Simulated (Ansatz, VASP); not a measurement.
## One calculation of C, two programs

```xyz
6
Lattice="1.8898 -3.8945 0.0000 1.8898 3.8945 0.0000 0.0000 0.0000 2.5139" Properties=species:S:1:pos:R:3 pbc="T T T"
C     0.7730    1.5199    0.6285
C     0.7730   -1.5199    1.8854
C     3.0067    1.5199    0.6285
C     3.0067   -1.5199    1.8854
C     1.8898    0.4325    0.6285
C     1.8898   -0.4325    1.8854
```

Alike in both runs: functional PBE; k mesh 6 × 6 × 6; occupations gaussian, width 0.1 eV; no spin polarisation.

Ansatz relaxed the structure, and its values are those at the end. VASP's run is a single point on that final structure, the one shown.

|  | VASP | Ansatz |
| --- | --- | --- |
| version | VASP 6.6.1 | Ansatz 0.2.0 |
| potentials or method | VASP PAW PBE potentials, release 64 (C), cutoff 520 eV | scalar-relativistic, plane waves, PAW |
| valence electrons in the cell | 24 | 24 |

VASP gave:

- gap on the k mesh at the Fermi level (eV): 3.38
- least direct gap on the mesh (eV): 3.65
- pressure (GPa): 0.7
- rms of the force components (eV/Å): 0.010

Question: What did Ansatz give for the same quantities?

Answer: gap on the k mesh at the Fermi level (eV): 3.39; least direct gap on the mesh (eV): 3.65; pressure (GPa): 0.0; rms of the force components (eV/Å): 0.001.

With one functional, cell and mesh, what is left measures potentials, basis and numerics.
